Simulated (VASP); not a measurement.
# ClO (Pm-3m) in VASP: further runs

The runs below take ClO through single point, with PBEsol.

Program: VASP 6.6.1. These are calculated values, not measurements. Logs are shortened: lines on timing, memory, paths and dates and some standing lists are left out, and cuts for length are marked.

**1. The cell of the first run**

It takes space group Pm-3m (No. 221, cubic). Conventional cell: a = 3.185 Å, b = 3.185 Å, c = 3.185 Å, α = 90.00°, β = 90.00°, γ = 90.00°. Cl (site symmetry m-3m) has 8 O at 2.76 Å and 6 Cl at 3.19 Å within 3.6 Å. O (site symmetry m-3m) has 8 Cl at 2.76 Å and 6 O at 3.19 Å within 3.6 Å.

**2. Single point, PBEsol**

INCAR

```
SYSTEM = ClO
PREC = Accurate
ENCUT = 520
EDIFF = 1E-7
ISMEAR = 1
SIGMA = 0.25
LREAL = .FALSE.
LASPH = .TRUE.
NELM = 60
ALGO = Normal
ISIF = 2
LWAVE = .FALSE.
LCHARG = .FALSE.
GGA = PS
NBANDS = 14
```

KPOINTS

```
Automatic mesh
0
G
  10 10 10
  0 0 0
```

POSCAR

```
ClO
1.0
    3.1852167900      0.0000000000      0.0000000000
    0.0000000000      3.1852167900      0.0000000000
    0.0000000000      0.0000000000      3.1852167900
Cl O
1 1
Direct
    0.0000000000      0.0000000000      0.0000000000
    0.5000000016      0.5000000016      0.5000000016
```

Potentials or basis: VASP PAW PBE potentials, release 64 (Cl, O).

Run with:

```bash
cat potpaw_PBE.64/Cl/POTCAR potpaw_PBE.64/O/POTCAR > POTCAR
mpirun -np 1 vasp_std > vasp.out
```

OUTCAR:

```text
SYSTEM = ClO
   PREC = Accurate
   ENCUT = 520
   EDIFF = 1E-7
   ISMEAR = 1
   LREAL = .FALSE.
   LASPH = .TRUE.
   NELM = 60
   ISIF = 2
   GGA = PS

 ion  position               nearest neighbor table
   1  0.000  0.000  0.000-
   2  0.500  0.500  0.500-

  LATTYP: Found a simple cubic cell.
 ALAT       =     3.1852167900

  Lattice vectors:

 A1 = (   3.1852167900,   0.0000000000,   0.0000000000)
 A2 = (   0.0000000000,   3.1852167900,   0.0000000000)
 A3 = (   0.0000000000,   0.0000000000,   3.1852167900)

Analysis of symmetry for initial positions (statically):
=====================================================================
 Subroutine PRICEL returns:
 Original cell was already a primitive cell.

 Routine SETGRP: Setting up the symmetry group for a
 simple cubic supercell.

 Subroutine GETGRP returns: Found 48 space group operations
 (whereof 48 operations were pure point group operations)
 out of a pool of 48 trial point group operations.

The static configuration has the point symmetry O_h .

Analysis of symmetry for dynamics (positions and initial velocities):
=====================================================================
 Subroutine PRICEL returns:
 Original cell was already a primitive cell.

 Routine SETGRP: Setting up the symmetry group for a
 simple cubic supercell.

 Subroutine GETGRP returns: Found 48 space group operations
 (whereof 48 operations were pure point group operations)
 out of a pool of 48 trial point group operations.

The dynamic configuration has the point symmetry O_h .

 Subroutine INISYM returns: Found 48 space group operations
 (whereof 48 operations are pure point group operations),
 and found     1 'primitive' translations

----------------------------------------------------------------------------------------

                                     Primitive cell

  volume of cell :      32.3160

  direct lattice vectors                    reciprocal lattice vectors
     3.185216790  0.000000000  0.000000000     0.313950373  0.000000000  0.000000000
     0.000000000  3.185216790  0.000000000     0.000000000  0.313950373  0.000000000
     0.000000000  0.000000000  3.185216790     0.000000000  0.000000000  0.313950373

  length of vectors
     3.185216790  3.185216790  3.185216790     0.313950373  0.313950373  0.313950373

  position of ions in fractional coordinates (direct lattice)
     0.000000000  0.000000000  0.000000000
     0.500000002  0.500000002  0.500000002

  ion indices of the primitive-cell ions
[... 81 lines left out ...]
   ISIF   =      2    stress and relaxation
   ISYM   =      2    0-nonsym 1-usesym 2-fastsym
   POTIM  = 0.5000    time-step for ionic-motion
   TEBEG  =    0.0;   TEEND  =   0.0 temperature during run
   PSTRESS=    0.0 pullay stress
   NELECT =      13.0000    total number of electrons
   NUPDOWN=      -1.0000    fix difference up-down
   EMIN   =  10.00;   EMAX   =-10.00  energy-range for DOS
   EFERMI =   0.00;   METHOD = LEGACY
   ISMEAR =     1;   SIGMA  =   0.25  broadening in eV -4-tet -1-fermi 0-gaus
   EFERMI_NEDOS =   21; number of points for ismear=-14 and -15
   IALGO  =     38    algorithm
   IMIX   =      4    mixing-type and parameters
     AMIX     =   0.40;   BMIX     =  1.00
     AMIX_MAG =   1.60;   BMIX_MAG =  1.00
  volume/ion in A,a.u.               =      16.16       109.04
  Fermi-wavevector in a.u.,A,eV,Ry     =   1.208510  2.283753 19.871264  1.460497
  Thomas-Fermi vector in A             =   2.344116
   LORBIT       =      0    0 simple, 1 ext, 2 COOP (PROOUT), +10 PAW based schemes
   GGA     = PS    functional components
   LHFCALC =     F    Hartree Fock is set to
   AEXX    =    0.0000 exact exchange contribution
   IVDW    =     0    specifies the selected vdW correction
   LEPSILON=     F    determine dielectric tensor
   LRPA    =     F    only Hartree local field effects (RPA)
 non-spin polarized calculation
 Methfessel and Paxton  Order N= 1 SIGMA  =   0.25
  energy-cutoff  :      520.00
  volume of cell :       32.32
 maximum number of plane-waves:       912
 NGX is ok and might be reduce to    24
   NGX = 11   NGY = 11   NGZ = 11

 number of electron      12.9999992 magnetization

 Free energy of the ion-electron system (eV)
  ---------------------------------------------------
  ext. energy  EPLUGINS =         0.00000000
  ---------------------------------------------------
  free energy    TOTEN  =        -3.48026198 eV

  energy without entropy =       -3.48139591  energy(sigma->0) =       -3.48063996

 E-fermi :   0.6716     XC(G=0): -10.0608

 val. band max:        0.6713971143   @ k =   0.1000   0.1000   0.1000
 cond. band min:       0.6798269660   @ k =   0.5000   0.5000   0.2000
 fundamental gap:      0.0084298517
 Fermi energy:         0.6716410859

 k-point     1 :       0.0000    0.0000    0.0000
  band No.  band energies     occupation
      1     -16.2419      2.00000
      2     -12.9586      2.00000
      3      -1.4369      2.00000
      4      -1.4369      2.00000
      5      -1.4369      2.00000
      6       1.5356     -0.00001
      7       1.5356     -0.00001
      8       1.5356     -0.00001
      9      10.4294      0.00000
     10      10.4294      0.00000
     11      11.5084      0.00000
     12      18.6474      0.00000
     13      18.6474      0.00000
     14      18.6474      0.00000
[... 377 lines left out ...]
      1     -15.6541      2.00000
      2     -13.3192      2.00000
      3      -2.3656      2.00000
      4      -1.0801      2.00000
      5      -0.7576      2.00000
      6      -0.1791      2.00002
      7       0.8298      0.13169
      8       1.1913     -0.01230
      9      11.9833      0.00000
     10      12.8894      0.00000
     11      14.3834      0.00000
     12      15.9970      0.00000
     13      16.7889      0.00000
     14      18.0456      0.00000

 [... further k-points ...]
[... 5 lines left out ...]
  --------------------------------------------------------------------------------------
  -------------------------------------------------------------------------------------
  Total       -2.7938542     -2.7938542     -2.7938542     -0.0000000     -0.0000000     -0.0000000
  in kB     -138.5151670   -138.5151670   -138.5151670     -0.0000000     -0.0000000     -0.0000000
  external PRESSURE =    -138.5151670 kB  Pullay stress =       0.0000000 kB

 VOLUME and BASIS-vectors are now :
 -----------------------------------------------------------------------------
  energy-cutoff  :      520.00
  volume of cell :       32.32
      direct lattice vectors                 reciprocal lattice vectors
     3.185216790  0.000000000  0.000000000     0.313950373  0.000000000  0.000000000
     0.000000000  3.185216790  0.000000000     0.000000000  0.313950373  0.000000000
     0.000000000  0.000000000  3.185216790     0.000000000  0.000000000  0.313950373

 POSITION                                       TOTAL-FORCE (eV/Angst)
 -----------------------------------------------------------------------------------
      0.00000      0.00000      0.00000         0.000000      0.000000      0.000000
      1.59261      1.59261      1.59261         0.000000      0.000000      0.000000
 -----------------------------------------------------------------------------------
    total drift:                               -0.000006     -0.000006     -0.000006

  FREE ENERGIE OF THE ION-ELECTRON SYSTEM (eV)
  ---------------------------------------------------
  free  energy   TOTEN  =        -3.4802619785 eV

  energy  without entropy=       -3.4813959079  energy(sigma->0) =       -3.48063996
```

stdout:

```text
POSCAR found type information on POSCAR ClO
 POSCAR found :  2 types and       2 ions
 scaLAPACK will be used
 -----------------------------------------------------------------------------
|                                                                             |
|                                                                             |
|     You enforced a specific xc type in the INCAR file but a different       |
|     I HOPE YOU KNOW WHAT YOU ARE DOING!                                     |
|                                                                             |
 -----------------------------------------------------------------------------

 LDA part: xc-table for (Slater+PW92), standard interpolation
 POSCAR, INCAR and KPOINTS ok, starting setup
 FFT: planning ... GRIDC
 FFT: planning ... GRID_SOFT
 FFT: planning ... GRID
 WAVECAR not read
 entering main loop
```

It took 42 s on 1 thread of AMD EPYC, shared host; peak memory 0.11 GiB.

What came out:

```
Free energy            : -3.4803 eV
Pressure               : -13.9 GPa
Band gap on the k mesh : zero (an odd number of electrons rules out a gap without spin polarisation)
```

Levels at points of the mesh, in eV from the Fermi level:
| k point | band 3 | band 4 | band 5 | band 6 | band 7 | band 8 | band 9 | band 10 |
| --- | --- | --- | --- | --- | --- | --- | --- | --- |
| (0.00, 0.00, 0.00) | -2.11 | -2.11 | -2.11 | 0.86 | 0.86 | 0.86 | 9.76 | 9.76 |
| (0.50, 0.00, 0.00) | -2.94 | -1.39 | -0.72 | -0.72 | -0.53 | -0.53 | 11.46 | 12.64 |
| (0.50, 0.50, 0.00) | -4.40 | -4.40 | -0.54 | -0.21 | 0.57 | 0.57 | 10.20 | 11.77 |
| (0.50, 0.50, 0.50) | -2.61 | -2.61 | -2.61 | -1.76 | -1.76 | -1.76 | 12.55 | 12.55 |

Caveat: the cell stands under tension; the PAW data sets were made with another functional, which shifts forces and pressure a little; an odd number of electrons without spin polarisation forces a metal; a magnetic or distorted state may lie lower.

**3. Single point, PBEsol**

INCAR

```
SYSTEM = ClO
ALGO     = Normal         ! electronic algorithm
EDIFF    = 1E-6           ! SCF threshold, eV
ENCUT    = 520            ! plane-wave cutoff, eV
GGA      = PS             ! functional
ISIF     = 2              ! what is computed and relaxed
ISMEAR   = 1              ! smearing method
LASPH    = .True.         ! aspherical terms in the spheres
LCHARG   = .False.        ! write CHGCAR
LREAL    = .False.        ! projectors in reciprocal space
LWAVE    = .False.        ! write WAVECAR
NBANDS   = 14             ! bands
NELM     = 60             ! most SCF steps
PREC     = Accurate       ! precision mode
SIGMA    = 0.15           ! smearing width, eV
```

KPOINTS

```
k-points
0
Gamma
  10 10 10
  0 0 0
```

POSCAR is that of step 2.

Potentials or basis: VASP PAW PBE potentials, release 64 (Cl, O).

Run with:

```bash
cat potpaw_PBE.64/Cl/POTCAR potpaw_PBE.64/O/POTCAR > POTCAR
mpirun -np 1 vasp_std > vasp.out
```

Run time: 39 s. Hardware: 1 thread of AMD EPYC, shared host; peak memory 0.11 GiB.

Results (log left out):

- Free energy: -3.4810 eV
- Pressure: -13.9 GPa
- Band gap on the k mesh: zero (an odd number of electrons rules out a gap without spin polarisation)

Levels at points of the mesh, in eV from the Fermi level:
```tsv
k point	band 4	band 5	band 6	band 7	band 8	band 9
(0.00, 0.00, 0.00)	-2.12	-2.12	0.85	0.85	0.85	9.75
(0.50, 0.00, 0.00)	-1.40	-0.74	-0.74	-0.54	-0.54	11.45
(0.50, 0.50, 0.00)	-4.41	-0.55	-0.22	0.56	0.56	10.19
(0.50, 0.50, 0.50)	-2.62	-2.62	-1.78	-1.78	-1.78	12.54
```

Caveat: the cell stands under tension; the PAW data sets were made with another functional, which shifts forces and pressure a little; an odd number of electrons without spin polarisation forces a metal; a magnetic or distorted state may lie lower.

**4. Single point, PBEsol**

INCAR

```
ALGO = Normal
EDIFF = 1E-6
ENCUT = 520
GGA = PS
ISIF = 2
ISMEAR = 1
LASPH = T
LCHARG = F
LREAL = F
LWAVE = F
NBANDS = 14
NELM = 80
PREC = Accurate
SIGMA = 0.1
```

KPOINTS

```
k-points
0
Gamma
  10 10 10
```

POSCAR is that of step 3.

Potentials or basis: VASP PAW PBE potentials, release 64 (Cl, O).

Run with:

```bash
cat potpaw_PBE.64/Cl/POTCAR potpaw_PBE.64/O/POTCAR > POTCAR
mpirun -np 1 vasp_std > vasp.out
```

OUTCAR:

```text
EDIFF = 1E-6
   ENCUT = 520
   GGA = PS
   ISIF = 2
   ISMEAR = 1
   LASPH = T
   LREAL = F
   NELM = 80
   PREC = Accurate

 ion  position               nearest neighbor table
   1  0.000  0.000  0.000-
   2  0.500  0.500  0.500-

  LATTYP: Found a simple cubic cell.
 ALAT       =     3.1852167900

  Lattice vectors:

 A1 = (   3.1852167900,   0.0000000000,   0.0000000000)
 A2 = (   0.0000000000,   3.1852167900,   0.0000000000)
 A3 = (   0.0000000000,   0.0000000000,   3.1852167900)

[... 582 lines left out ...]
      8       1.1912     -0.00000
      9      11.9836      0.00000
     10      12.8895      0.00000
     11      14.3835      0.00000
     12      15.9971      0.00000
     13      16.7891      0.00000
     14      18.0459      0.00000

 [... further k-points ...]
[... 5 lines left out ...]
  --------------------------------------------------------------------------------------
  -------------------------------------------------------------------------------------
  Total       -2.8071490     -2.8071490     -2.8071490      0.0000000      0.0000000      0.0000000
  in kB     -139.1743059   -139.1743059   -139.1743059      0.0000000      0.0000000      0.0000000
  external PRESSURE =    -139.1743059 kB  Pullay stress =       0.0000000 kB

 VOLUME and BASIS-vectors are now :
 -----------------------------------------------------------------------------
  energy-cutoff  :      520.00
  volume of cell :       32.32
      direct lattice vectors                 reciprocal lattice vectors
     3.185216790  0.000000000  0.000000000     0.313950373  0.000000000  0.000000000
     0.000000000  3.185216790  0.000000000     0.000000000  0.313950373  0.000000000
     0.000000000  0.000000000  3.185216790     0.000000000  0.000000000  0.313950373

 POSITION                                       TOTAL-FORCE (eV/Angst)
 -----------------------------------------------------------------------------------
      0.00000      0.00000      0.00000         0.000000      0.000000      0.000000
      1.59261      1.59261      1.59261         0.000000      0.000000      0.000000
 -----------------------------------------------------------------------------------
    total drift:                               -0.000006     -0.000006     -0.000006

  FREE ENERGIE OF THE ION-ELECTRON SYSTEM (eV)
  ---------------------------------------------------
  free  energy   TOTEN  =        -3.4817961571 eV

  energy  without entropy=       -3.4834530341  energy(sigma->0) =       -3.48234845
```

Wall time 39 s (1 thread of AMD EPYC, shared host); peak memory 0.11 GiB.

Results:

```
Free energy            : -3.4818 eV
Pressure               : -13.9 GPa
Band gap on the k mesh : zero (an odd number of electrons rules out a gap without spin polarisation)
```

Caveat: the cell stands under tension; the PAW data sets were made with another functional, which shifts forces and pressure a little; an odd number of electrons without spin polarisation forces a metal; a magnetic or distorted state may lie lower.

**5. Single point, PBEsol**

INCAR

```
PREC = Accurate
ENCUT = 520
EDIFF = 1E-7
ISMEAR = 1
SIGMA = 0.05
LREAL = F
LASPH = T
NELM = 80
ALGO = Normal
ISIF = 2
LWAVE = F
LCHARG = F
GGA = PS
NBANDS = 14
```

KPOINTS

```
regular mesh
0
Gamma
  10 10 10
```

POSCAR is that of step 4.

Potentials or basis: VASP PAW PBE potentials, release 64 (Cl, O).

Run with:

```bash
cat potpaw_PBE.64/Cl/POTCAR potpaw_PBE.64/O/POTCAR > POTCAR
mpirun -np 1 vasp_std > vasp.out
```

OUTCAR:

```text
PREC = Accurate
   ENCUT = 520
   EDIFF = 1E-7
   ISMEAR = 1
   LREAL = F
   LASPH = T
   NELM = 80
   ISIF = 2
   GGA = PS

 ion  position               nearest neighbor table
   1  0.000  0.000  0.000-
   2  0.500  0.500  0.500-

  LATTYP: Found a simple cubic cell.
 ALAT       =     3.1852167900

  Lattice vectors:

 A1 = (   3.1852167900,   0.0000000000,   0.0000000000)
 A2 = (   0.0000000000,   3.1852167900,   0.0000000000)
 A3 = (   0.0000000000,   0.0000000000,   3.1852167900)
[... 582 lines left out ...]
      7       0.8300     -0.00242
      8       1.1915     -0.00000
      9      11.9831      0.00000
     10      12.8893      0.00000
     11      14.3832      0.00000
     12      15.9969      0.00000
     13      16.7889      0.00000
     14      18.0456      0.00000

 [... further k-points ...]
[... 5 lines left out ...]
  --------------------------------------------------------------------------------------
  -------------------------------------------------------------------------------------
  Total       -2.8053804     -2.8053804     -2.8053804      0.0000000      0.0000000      0.0000000
  in kB     -139.0866208   -139.0866208   -139.0866208      0.0000000      0.0000000      0.0000000
  external PRESSURE =    -139.0866208 kB  Pullay stress =       0.0000000 kB

 VOLUME and BASIS-vectors are now :
 -----------------------------------------------------------------------------
  energy-cutoff  :      520.00
  volume of cell :       32.32
      direct lattice vectors                 reciprocal lattice vectors
     3.185216790  0.000000000  0.000000000     0.313950373  0.000000000  0.000000000
     0.000000000  3.185216790  0.000000000     0.000000000  0.313950373  0.000000000
     0.000000000  0.000000000  3.185216790     0.000000000  0.000000000  0.313950373

 POSITION                                       TOTAL-FORCE (eV/Angst)
 -----------------------------------------------------------------------------------
      0.00000      0.00000      0.00000         0.000000      0.000000      0.000000
      1.59261      1.59261      1.59261         0.000000      0.000000      0.000000
 -----------------------------------------------------------------------------------
    total drift:                               -0.000006     -0.000006     -0.000006

  FREE ENERGIE OF THE ION-ELECTRON SYSTEM (eV)
  ---------------------------------------------------
  free  energy   TOTEN  =        -3.4823669853 eV

  energy  without entropy=       -3.4826066891  energy(sigma->0) =       -3.48244689
```

stdout:

```text
POSCAR found type information on POSCAR ClO
 POSCAR found :  2 types and       2 ions
 scaLAPACK will be used
 -----------------------------------------------------------------------------
|                                                                             |
|                                                                             |
|     You enforced a specific xc type in the INCAR file but a different       |
|     I HOPE YOU KNOW WHAT YOU ARE DOING!                                     |
|                                                                             |
 -----------------------------------------------------------------------------

 LDA part: xc-table for (Slater+PW92), standard interpolation
 POSCAR, INCAR and KPOINTS ok, starting setup
 FFT: planning ... GRIDC
 FFT: planning ... GRID_SOFT
 FFT: planning ... GRID
 WAVECAR not read
 entering main loop
```

Run time: 40 s. Hardware: 1 thread of AMD EPYC, shared host; peak memory 0.11 GiB.

What came out:

* Free energy: -3.4824 eV
* Pressure: -13.9 GPa
* Band gap on the k mesh: zero (an odd number of electrons rules out a gap without spin polarisation)

Caveat: the cell stands under tension; the PAW data sets were made with another functional, which shifts forces and pressure a little; an odd number of electrons without spin polarisation forces a metal; a magnetic or distorted state may lie lower.

(Continued in part 2 of 2.)
